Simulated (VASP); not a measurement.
# PbF2 (Fm-3m) in VASP: a series of runs, part 2 of 3

VASP 6.6.1. Earlier steps stand in the parts before.

## 3. Single point, r2SCAN (16.78 Å³/atom)

This run uses another cell than the first one, of 16.78 Å³/atom.

Contents of POSCAR:

```
PbF2
1.0
    0.0000000000      2.9306951504      2.9306951504
    2.9306951504      0.0000000000      2.9306951504
    2.9306951504      2.9306951504      0.0000000000
Pb F
1 2
Direct
    0.0000000000      0.0000000000      0.0000000000
    0.2500000000      0.2500000000      0.2500000000
    0.7500000000      0.7500000000      0.7500000000
```

Contents of INCAR.step1:

```
PREC = Accurate ; ENCUT = 520
ISMEAR = 0 ; SIGMA = 0.02
LREAL = F ; LASPH = T
NELM = 80 ; NBANDS = 21
GGA = PE ; ALGO = Normal
EDIFF = 1E-4 ; LWAVE = T
LCHARG = F
```

Contents of INCAR.step2:

```
PREC = Accurate ; ENCUT = 520
EDIFF = 1E-6 ; ISMEAR = 0
SIGMA = 0.02 ; LREAL = F
LASPH = T ; NELM = 80
ALGO = Normal ; ISIF = 2
LWAVE = F ; LCHARG = F
METAGGA = R2SCAN ; LMIXTAU = T
NBANDS = 21 ; ISTART = 1
```

Contents of KPOINTS:

```
Automatic mesh
0
Gamma
  8 8 8
```

Potentials or basis: VASP PAW PBE potentials, release 64 (Pb_d, F).

On the command line:

```console
> cat potpaw_PBE.64/Pb_d/POTCAR potpaw_PBE.64/F/POTCAR > POTCAR
> cp INCAR.step1 INCAR
> mpirun -np 1 vasp_std > vasp.out
> cp INCAR.step2 INCAR
> mpirun -np 1 vasp_std > vasp.out
```

OUTCAR:

```text
PREC = Accurate
   ENCUT = 520
   EDIFF = 1E-6
   ISMEAR = 0
   LREAL = F
   LASPH = T
   NELM = 80
   ISIF = 2
   METAGGA = R2SCAN
   ISTART = 1

 ion  position               nearest neighbor table
   1  0.000  0.000  0.000-   3 2.54   3 2.54   3 2.54   2 2.54   3 2.54   2 2.54   2 2.54   2 2.54

   2  0.250  0.250  0.250-   1 2.54   1 2.54   1 2.54   1 2.54
   3  0.750  0.750  0.750-   1 2.54   1 2.54   1 2.54   1 2.54

  LATTYP: Found a face centered cubic cell.
 ALAT       =     5.8613903008

  Lattice vectors:

 A1 = (   0.0000000000,   2.9306951504,   2.9306951504)
 A2 = (   2.9306951504,   0.0000000000,   2.9306951504)
 A3 = (   2.9306951504,   2.9306951504,   0.0000000000)

Analysis of symmetry for initial positions (statically):
=====================================================================
 Subroutine PRICEL returns:
 Original cell was already a primitive cell.

 Routine SETGRP: Setting up the symmetry group for a
 face centered cubic supercell.

 Subroutine GETGRP returns: Found 48 space group operations
 (whereof 48 operations were pure point group operations)
 out of a pool of 48 trial point group operations.

The static configuration has the point symmetry O_h .

Analysis of symmetry for dynamics (positions and initial velocities):
=====================================================================
 Subroutine PRICEL returns:
 Original cell was already a primitive cell.

 Routine SETGRP: Setting up the symmetry group for a
 face centered cubic supercell.

 Subroutine GETGRP returns: Found 48 space group operations
 (whereof 48 operations were pure point group operations)
 out of a pool of 48 trial point group operations.

The dynamic configuration has the point symmetry O_h .

 Subroutine INISYM returns: Found 48 space group operations
 (whereof 48 operations are pure point group operations),
 and found     1 'primitive' translations

[... 108 lines left out ...]
   NUPDOWN=      -1.0000    fix difference up-down
   EMIN   =  10.00;   EMAX   =-10.00  energy-range for DOS
   EFERMI =   0.00;   METHOD = LEGACY
   ISMEAR =     0;   SIGMA  =   0.02  broadening in eV -4-tet -1-fermi 0-gaus
   EFERMI_NEDOS =   21; number of points for ismear=-14 and -15
   IALGO  =     38    algorithm
   IMIX   =      4    mixing-type and parameters
     AMIX     =   0.40;   BMIX     =  1.00
     AMIX_MAG =   1.60;   BMIX_MAG =  1.00
  volume/ion in A,a.u.               =      16.78       113.24
  Fermi-wavevector in a.u.,A,eV,Ry     =   1.346316  2.544167 24.661452  1.812566
  Thomas-Fermi vector in A             =   2.474157
   LORBIT       =      0    0 simple, 1 ext, 2 COOP (PROOUT), +10 PAW based schemes
   METAGGA = R2SCAN    functional components
   LHFCALC =     F    Hartree Fock is set to
   AEXX    =    0.0000 exact exchange contribution
   IVDW    =     0    specifies the selected vdW correction
   LEPSILON=     F    determine dielectric tensor
   LRPA    =     F    only Hartree local field effects (RPA)
 non-spin polarized calculation
 Gauss-broadening in eV      SIGMA  =   0.02
  energy-cutoff  :      520.00
  volume of cell :       50.34
 maximum number of plane-waves:      1380
   NGX = 15   NGY = 15   NGZ = 15

 number of electron      27.9999989 magnetization

 Free energy of the ion-electron system (eV)
  ---------------------------------------------------
  ext. energy  EPLUGINS =         0.00000000
  ---------------------------------------------------
  free energy    TOTEN  =       -70.14746761 eV

  energy without entropy =      -70.14746761  energy(sigma->0) =      -70.14746761

 E-fermi :   2.1068     XC(G=0): -10.1918

 val. band max:        1.9474518590   @ k =  -0.2500   0.5000   0.2500
 cond. band min:       6.8650755647   @ k =   0.5000   0.5000   0.0000
 fundamental gap:      4.9176237057
 Fermi energy:         2.1068132356

 k-point     1 :       0.0000    0.0000    0.0000
  band No.  band energies     occupation
      1     -20.7384      2.00000
      2     -20.0912      2.00000
      3     -12.9775      2.00000
      4     -12.9775      2.00000
      5     -12.9775      2.00000
      6     -12.9117      2.00000
[... 565 lines left out ...]
     20      18.9829      0.00000
     21      19.2941      0.00000

 [... further k-points ...]
[... 5 lines left out ...]
  --------------------------------------------------------------------------------------
  -------------------------------------------------------------------------------------
  Total        0.7771293      0.7771293      0.7771293      0.0000000      0.0000000     -0.0000000
  in kB       24.7321537     24.7321537     24.7321537      0.0000000      0.0000000     -0.0000000
  external PRESSURE =      24.7321537 kB  Pullay stress =       0.0000000 kB

 VOLUME and BASIS-vectors are now :
 -----------------------------------------------------------------------------
  energy-cutoff  :      520.00
  volume of cell :       50.34
      direct lattice vectors                 reciprocal lattice vectors
     0.000000000  2.930695150  2.930695150    -0.170607987  0.170607987  0.170607987
     2.930695150  0.000000000  2.930695150     0.170607987 -0.170607987  0.170607987
     2.930695150  2.930695150  0.000000000     0.170607987  0.170607987 -0.170607987

 POSITION                                       TOTAL-FORCE (eV/Angst)
 -----------------------------------------------------------------------------------
      0.00000      0.00000      0.00000         0.000000     -0.000000      0.000000
      1.46535      1.46535      1.46535         0.000000      0.000000     -0.000000
      4.39604      4.39604      4.39604        -0.000000      0.000000      0.000000
 -----------------------------------------------------------------------------------
    total drift:                                0.000000     -0.000000      0.000000

  FREE ENERGIE OF THE ION-ELECTRON SYSTEM (eV)
  ---------------------------------------------------
  free  energy   TOTEN  =       -70.1474676106 eV

  energy  without entropy=      -70.1474676106  energy(sigma->0) =      -70.14746761
```

It took 37 s on 1 thread of Intel Xeon 6975P-C (Granite Rapids), shared host; peak memory 0.19 GiB.

What came out:

- Free energy: -70.1475 eV
- Pressure: 2.5 GPa
- Band gap on the k mesh: 4.92 eV (least direct gap 5.07 eV)

Levels at points of the mesh, in eV from the valence-band top:
```
           k point  band 11  band 12  band 13  band 14  band 15  band 16  band 17  band 18
(0.00, 0.00, 0.00)    -2.89    -2.38    -2.38    -2.38     7.32     7.32     7.32    10.75
(0.50, 0.00, 0.00)    -3.10    -2.55    -2.55    -0.08     5.35     8.34     8.34    13.50
(0.50, 0.50, 0.00)    -1.94    -1.94    -1.94    -0.15     4.92     8.57     8.57     8.98
```

Caveat: the PAW data sets were made with another functional, which shifts forces and pressure a little; spin-orbit coupling is left out, which moves the levels of the heavy elements. r2SCAN opens gaps a little over a GGA but as a rule still falls short of measured ones.

(Continued in part 3 of 3.)
